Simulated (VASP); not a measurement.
# Y (R-3m) in VASP: single point with PBE

Aim: the single point of Y with PBE.

Everything below comes from runs of VASP 6.6.1. Logs are shortened: lines on timing, memory, paths and dates and some standing lists are left out, and cuts for length are marked.

### 1 The cell of the first run

It takes space group R-3m (No. 166, trigonal). The conventional cell has a = 4.438 Å, b = 4.438 Å, c = 12.344 Å, α = 90.00°, β = 90.00°, γ = 120.00°. Y (site symmetry 3m) has 6 Y at 2.97 to 3.66 Å within 3.9 Å.

### 2 Single point, PBE

INCAR reads:

```
PREC = Accurate
ENCUT = 500
EDIFF = 1E-6
ISMEAR = 0
SIGMA = 0.1
LREAL = False
LASPH = True
NELM = 120
ALGO = Normal
ISIF = 2
LWAVE = False
LCHARG = False
GGA = PE
NBANDS = 18
GGA_COMPAT = False
```

KPOINTS reads:

```
regular mesh
0
Gamma
  6 6 6
```

POSCAR reads:

```
Y
1.0
    2.2188660377      1.2810629042      4.1146210402
   -2.2188660377      1.2810629042      4.1146210402
    0.0000000000     -2.5621258083      4.1146210402
Y
2
Direct
    0.2275400000      0.2275400000      0.2275400000
    0.7724600000      0.7724600000      0.7724600000
```

Potentials or basis: VASP PAW PBE potentials, release 64 (Y_sv).

On the command line:

```console
$ cat potpaw_PBE.64/Y_sv/POTCAR > POTCAR
$ mpirun -np 1 vasp_std > vasp.out
```

OUTCAR:

```text
PREC = Accurate
   ENCUT = 500
   EDIFF = 1E-6
   ISMEAR = 0
   LREAL = False
   LASPH = True
   NELM = 120
   ISIF = 2
   GGA = PE

 ion  position               nearest neighbor table
   1  0.228  0.228  0.228-   2 2.97   2 2.97   2 2.97   2 3.66   2 3.66   2 3.66
   2  0.772  0.772  0.772-   1 2.97   1 2.97   1 2.97   1 3.66   1 3.66   1 3.66

  LATTYP: Found a trigonal (rhomboedric) cell.
 ALAT       =     4.8471223383
 COS(alpha) =     0.5808936906

  Lattice vectors:

 A1 = (   2.2188660377,   1.2810629042,   4.1146210402)
 A2 = (  -2.2188660377,   1.2810629042,   4.1146210402)
 A3 = (   0.0000000000,  -2.5621258083,   4.1146210402)

Analysis of symmetry for initial positions (statically):
=====================================================================
 Subroutine PRICEL returns:
 Original cell was already a primitive cell.

 Routine SETGRP: Setting up the symmetry group for a
 trigonal (rhombohedral) supercell.

 Subroutine GETGRP returns: Found 12 space group operations
 (whereof 12 operations were pure point group operations)
 out of a pool of 12 trial point group operations.

The static configuration has the point symmetry D_3d.

Analysis of symmetry for dynamics (positions and initial velocities):
=====================================================================
 Subroutine PRICEL returns:
 Original cell was already a primitive cell.

 Routine SETGRP: Setting up the symmetry group for a
 trigonal (rhombohedral) supercell.

 Subroutine GETGRP returns: Found 12 space group operations
 (whereof 12 operations were pure point group operations)
 out of a pool of 12 trial point group operations.

The dynamic configuration has the point symmetry D_3d.

 Subroutine INISYM returns: Found 12 space group operations
 (whereof 12 operations are pure point group operations),
 and found     1 'primitive' translations

----------------------------------------------------------------------------------------

                                     Primitive cell

  volume of cell :      70.1750

  direct lattice vectors                    reciprocal lattice vectors
     2.218866038  1.281062904  4.114621040     0.225340328  0.130100299  0.081011916
    -2.218866038  1.281062904  4.114621040    -0.225340328  0.130100299  0.081011916
     0.000000000 -2.562125808  4.114621040     0.000000000 -0.260200598  0.081011916

  length of vectors
     4.847122338  4.847122338  4.847122338     0.272520241  0.272520241  0.272520241

  position of ions in fractional coordinates (direct lattice)
     0.227540000  0.227540000  0.227540000
     0.772460000  0.772460000  0.772460000

  ion indices of the primitive-cell ions
   primitive index   ion index
                 1           1
                 2           2

----------------------------------------------------------------------------------------

 KPOINTS: regular mesh

Automatic generation of k-mesh.
 Grid dimensions read from file:
 generate k-points for:    6    6    6

 Generating k-lattice:

  Cartesian coordinates                     Fractional coordinates (reciprocal lattice)
     0.037556721  0.021683383  0.013501986     0.166666667  0.000000000  0.000000000
    -0.037556721  0.021683383  0.013501986     0.000000000  0.166666667  0.000000000
     0.000000000 -0.043366766  0.013501986    -0.000000000 -0.000000000  0.166666667

  Length of vectors
     0.045420040  0.045420040  0.045420040

  Shift w.r.t. Gamma in fractional coordinates (k-lattice)
     0.000000000  0.000000000  0.000000000

 Subroutine IBZKPT returns following result:
 ===========================================

 Found     32 irreducible k-points:

 Following reciprocal coordinates:
            Coordinates               Weight
  0.000000  0.000000  0.000000      1.000000
  0.166667  0.000000 -0.000000      6.000000
  0.333333  0.000000  0.000000      6.000000
  0.500000  0.000000  0.000000      3.000000
  0.166667  0.166667 -0.000000      6.000000
  0.333333  0.166667 -0.000000     12.000000
[... 16 lines left out ...]
  0.500000  0.500000  0.166667      6.000000
 -0.333333  0.500000  0.166667     12.000000
 [... further k-points ...]
   k-points           NKPTS =     32   k-points in BZ     NKDIM =     32   number of bands    NBANDS=     18
   number of dos      NEDOS =    301   number of ions     NIONS =      2
   total plane-waves  NPLWV =  46656
   dimension x,y,z NGX =    36 NGY =   36 NGZ =   36
   dimension x,y,z NGXF=    72 NGYF=   72 NGZF=   72
   ions per type =               2
   NGX,Y,Z   is equivalent  to a cutoff of  12.35, 12.35, 12.35 a.u.
   NGXF,Y,Z  is equivalent  to a cutoff of  24.69, 24.69, 24.69 a.u.
 SYSTEM =  unknown system
   PREC   = accura    normal or accurate (medium, high low for compatibility)
   ISTART =      0    job   : 0-new  1-cont  2-samecut
   ICHARG =      2    charge: 1-file 2-atom 10-const
   ISPIN  =      1    spin polarized calculation?
   LNONCOLLINEAR =      F non collinear calculations
   LSORBIT =      F    spin-orbit coupling
   LASPH  =      T    aspherical Exc in radial PAW
   ENCUT  =  500.0 eV  36.75 Ry    6.06 a.u.   8.84  8.84  8.84*2*pi/ulx,y,z
   NELM   =    120;   NELMIN=  2; NELMDL= -5     # of ELM steps
   EDIFF  = 0.1E-05   stopping-criterion for ELM
   LREAL  =      F    real-space projection
   EDIFFG = 0.1E-04   stopping-criterion for IOM
   NSW    =      0    number of steps for IOM
   IBRION =     -1    ionic relax: 0-MD 1-quasi-New 2-CG
   NFREE  =      0    steps in history (QN), initial steepest desc. (CG)
   ISIF   =      2    stress and relaxation
   ISYM   =      2    0-nonsym 1-usesym 2-fastsym
   POTIM  = 0.5000    time-step for ionic-motion
   TEBEG  =    0.0;   TEEND  =   0.0 temperature during run
   PSTRESS=    0.0 pullay stress
   NELECT =      22.0000    total number of electrons
   NUPDOWN=      -1.0000    fix difference up-down
   EMIN   =  10.00;   EMAX   =-10.00  energy-range for DOS
   EFERMI =   0.00;   METHOD = LEGACY
   ISMEAR =     0;   SIGMA  =   0.10  broadening in eV -4-tet -1-fermi 0-gaus
   EFERMI_NEDOS =   21; number of points for ismear=-14 and -15
   IALGO  =     38    algorithm
   IMIX   =      4    mixing-type and parameters
     AMIX     =   0.40;   BMIX     =  1.00
     AMIX_MAG =   1.60;   BMIX_MAG =  1.00
  volume/ion in A,a.u.               =      35.09       236.78
  Fermi-wavevector in a.u.,A,eV,Ry     =   1.112128  2.101618 16.828082  1.236829
  Thomas-Fermi vector in A             =   2.248699
   LORBIT       =      0    0 simple, 1 ext, 2 COOP (PROOUT), +10 PAW based schemes
   GGA     = PE    functional components
   LHFCALC =     F    Hartree Fock is set to
   AEXX    =    0.0000 exact exchange contribution
   IVDW    =     0    specifies the selected vdW correction
   LEPSILON=     F    determine dielectric tensor
   LRPA    =     F    only Hartree local field effects (RPA)
 non-spin polarized calculation
 Gauss-broadening in eV      SIGMA  =   0.10
  energy-cutoff  :      500.00
  volume of cell :       70.18
 maximum number of plane-waves:      1798
   NGX = 17   NGY = 17   NGZ = 17

 number of electron      22.0000000 magnetization

 Free energy of the ion-electron system (eV)
  ---------------------------------------------------
  ext. energy  EPLUGINS =         0.00000000
  ---------------------------------------------------
  free energy    TOTEN  =       -10.65780971 eV

  energy without entropy =      -10.62154668  energy(sigma->0) =      -10.63967819

 E-fermi :   2.6434     XC(G=0):  -9.0971

 val. band max:        2.6409989022   @ k =  -0.3333   0.3333   0.0000
 cond. band min:       2.6484715360   @ k =   0.3333   0.3333   0.1667
 fundamental gap:      0.0074726338
 Fermi energy:         2.6434201252

 k-point     1 :       0.0000    0.0000    0.0000
  band No.  band energies     occupation
      1     -40.5606      2.00000
      2     -40.2594      2.00000
      3     -20.7797      2.00000
      4     -20.7797      2.00000
      5     -20.6626      2.00000
      6     -20.1631      2.00000
[... 10 lines left out ...]
     17       7.6477      0.00000
     18       8.7258      0.00000

 k-point     2 :       0.1667    0.0000   -0.0000
  band No.  band energies     occupation
      1     -40.5419      2.00000
      2     -40.2776      2.00000
      3     -20.7938      2.00000
      4     -20.7890      2.00000
      5     -20.6684      2.00000
      6     -20.1634      2.00000
[... 10 lines left out ...]
     17       6.9862      0.00000
     18       8.1085      0.00000

 k-point     3 :       0.3333    0.0000    0.0000
  band No.  band energies     occupation
      1     -40.4930      2.00000
      2     -40.3255      2.00000
      3     -20.8225      2.00000
      4     -20.8071      2.00000
      5     -20.6773      2.00000
      6     -20.1867      2.00000
[... 10 lines left out ...]
     17       5.9809      0.00000
     18       7.2835      0.00000

 k-point     4 :       0.5000    0.0000    0.0000
  band No.  band energies     occupation
      1     -40.4514      2.00000
      2     -40.3665      2.00000
      3     -20.8366      2.00000
      4     -20.8159      2.00000
      5     -20.6816      2.00000
      6     -20.2026      2.00000
[... 375 lines left out ...]
      4     -20.8352      2.00000
      5     -20.7645      2.00000
      6     -20.1027      2.00000
[... 10 lines left out ...]
     17       5.8520      0.00000
     18       6.3701      0.00000

 k-point    23 :       0.5000    0.5000    0.1667
  band No.  band energies     occupation
      1     -40.4859      2.00000
      2     -40.3317      2.00000
      3     -20.9241      2.00000
      4     -20.8569      2.00000
      5     -20.7507      2.00000
      6     -20.1113      2.00000
[... 10 lines left out ...]
     17       5.7235      0.00000
     18       6.2084      0.00000

 k-point    24 :      -0.3333    0.5000    0.1667
  band No.  band energies     occupation
      1     -40.4531      2.00000
      2     -40.3641      2.00000
      3     -20.9477      2.00000
      4     -20.8923      2.00000
      5     -20.7533      2.00000
      6     -20.1153      2.00000
[... 10 lines left out ...]
     17       5.5734      0.00000
     18       6.0522      0.00000

 [... further k-points ...]

------------------------ aborting loop because EDIFF is reached ----------------------------------------

  FORCE on cell =-STRESS in cart. coord.  units (eV):
  Direction    XX          YY          ZZ          XY          YZ          ZX
  --------------------------------------------------------------------------------------
  -------------------------------------------------------------------------------------
  Total        0.2729252      0.2729252     -0.9354202      0.0000000     -0.0000000      0.0000000
  in kB        6.2311994      6.2311994    -21.3567264      0.0000000     -0.0000000      0.0000000
  external PRESSURE =      -2.9647759 kB  Pullay stress =       0.0000000 kB

 VOLUME and BASIS-vectors are now :
 -----------------------------------------------------------------------------
  energy-cutoff  :      500.00
  volume of cell :       70.18
      direct lattice vectors                 reciprocal lattice vectors
     2.218866038  1.281062904  4.114621040     0.225340328  0.130100299  0.081011916
    -2.218866038  1.281062904  4.114621040    -0.225340328  0.130100299  0.081011916
     0.000000000 -2.562125808  4.114621040     0.000000000 -0.260200598  0.081011916

 POSITION                                       TOTAL-FORCE (eV/Angst)
 -----------------------------------------------------------------------------------
      0.00000      0.00000      2.80872         0.000000      0.000000      2.002750
      0.00000      0.00000      9.53514         0.000000     -0.000000     -2.002750
 -----------------------------------------------------------------------------------
    total drift:                               -0.000000      0.000000     -0.000000

  FREE ENERGIE OF THE ION-ELECTRON SYSTEM (eV)
  ---------------------------------------------------
  free  energy   TOTEN  =       -10.6578097099 eV

  energy  without entropy=      -10.6215466772  energy(sigma->0) =      -10.63967819
```

It took 74 s on 1 thread of Intel Xeon 8259CL, shared host; peak memory 0.23 GiB.

What came out:

| Property | Result |
| --- | --- |
| Free energy | -10.6578 eV |
| Pressure | -0.3 GPa |
| Largest force | 2.003 eV/Å |
| Band gap on the k mesh | zero (bands 11 and 12 overlap by 0.98 eV) |

Forces in eV/Å, atoms in the order of the input:
```
Y    0.000  0.000  2.003
Y    0.000  0.000 -2.003
```

Levels at points of the mesh, in eV from the Fermi level:
```
           k point  band 7  band 8  band 9  band 10  band 11  band 12  band 13  band 14  band 15  band 16
(0.00, 0.00, 0.00)  -22.72  -22.72   -4.35    -0.74    -0.50    -0.50    -0.43    -0.43     2.93     5.00
(0.50, 0.00, 0.00)  -22.71  -22.71   -1.55    -1.53     0.19     0.50     0.99     1.16     1.34     2.22
(0.50, 0.50, 0.00)  -22.63  -22.58   -1.82    -1.64    -0.23     0.25     0.59     2.26     2.50     2.87
(0.50, 0.50, 0.50)  -22.78  -22.78   -2.14    -1.67     0.48     0.48     0.60     0.60     1.50     2.89
```

Caveat: forces of over 1 eV/Å act on the atoms, so gaps and moduli don't describe the material at rest.
